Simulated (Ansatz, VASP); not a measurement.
# Be3CdSe4 in VASP and in Ansatz

INCAR

```
PREC = Accurate
ENCUT = 600
EDIFF = 1E-7
ISMEAR = 0
SIGMA = 0.15
LREAL = F
LASPH = T
NELM = 120
ALGO = Normal
ISIF = 3
LWAVE = F
LCHARG = F
GGA = PE
IBRION = 2
NSW = 36
EDIFFG = -0.08
GGA_COMPAT = F
NELMIN = 4
```

Contents of KPOINTS:

```
regular mesh
0
Gamma
  3 3 1
```

The input POSCAR:

```
Be3CdSe4
1.0
    3.9199790400      0.0000000000      0.0000000000
    0.0000000000      3.9199790400      0.0000000000
    0.0000000000      0.0000000000     11.0945493900
Be Cd Se
3 1 4
Direct
    0.5000000000      0.5000000000      0.7530459800
    0.0000000000      0.0000000000      0.5000000000
    0.5000000000      0.5000000000      0.2469540200
    0.0000000000      0.0000000000      0.0000000000
    0.0000000000      0.0000000000      0.2373400000
    0.5000000000      0.5000000000      0.0000000000
    0.0000000000      0.0000000000      0.7626600000
    0.5000000000      0.5000000000      0.5000000000
```

Input for Ansatz:

```yaml
crystal:
  lattice:
    - [3.91997904, 0.0, 0.0]
    - [0.0, 3.91997904, 0.0]
    - [0.0, 0.0, 11.09454939]
  atoms:
    - { symbol: Be, position: [0.5, 0.5, 0.75304598] }
    - { symbol: Be, position: [0.0, 0.0, 0.5] }
    - { symbol: Be, position: [0.5, 0.5, 0.24695402] }
    - { symbol: Cd, position: [0.0, 0.0, 0.0] }
    - { symbol: Se, position: [0.0, 0.0, 0.23734] }
    - { symbol: Se, position: [0.5, 0.5, 0.0] }
    - { symbol: Se, position: [0.0, 0.0, 0.76266] }
    - { symbol: Se, position: [0.5, 0.5, 0.5] }
basis:
  ecutwfc: 420
kpoints:
  mp_grid: { grid: [3, 3, 1] }
hamiltonian:
  xc: pbe
scf:
  occupations: { method: gaussian, width: 0.15 }
  lower_state_search: "off"
output:
  forces: true
  stress: true
  eigenvalues: true
relax:
  adjacent_minimum: "off"
  f_tol: 0.08
  max_steps: 16
  cell: { stress_tol: 0.8 }
```

Change from the starting cell: species swapped into the GeTe4Pb3 type (P4/mmm, No. 123).

Alike in both runs: task relaxation of cell and atoms; functional PBE; k mesh 3 × 3 × 1; occupations gaussian, width 0.15 eV; no spin polarisation.

```csv
,VASP,Ansatz
version,VASP 6.6.1,Ansatz 0.2.0
potentials or method,"VASP PAW PBE potentials, release 64 (Be, Cd, Se), cutoff 600 eV","scalar-relativistic, plane waves, PAW"
valence electrons in the cell,42,90
```

```tsv
	VASP	Ansatz	Ansatz less VASP
gap on the k mesh at the Fermi level, each at its own relaxed structure (eV)	none	none	-
relaxed volume (Å³/atom)	18.09	18.01	-0.080
relaxed cell length with the largest relative difference (Å)	3.866	3.858	-0.0086
```

A gap of «none» marks a metal or a gap that the smearing closes. VASP's potentials hold 42 valence electrons a cell and Ansatz's 90, so a difference there can come from the potentials and not from the codes.

The k mesh is coarse, so the values compare programs but aren't converged. Noted on VASP's run: the volume moved by over 15 % at a fixed basis, so the end points are rough.
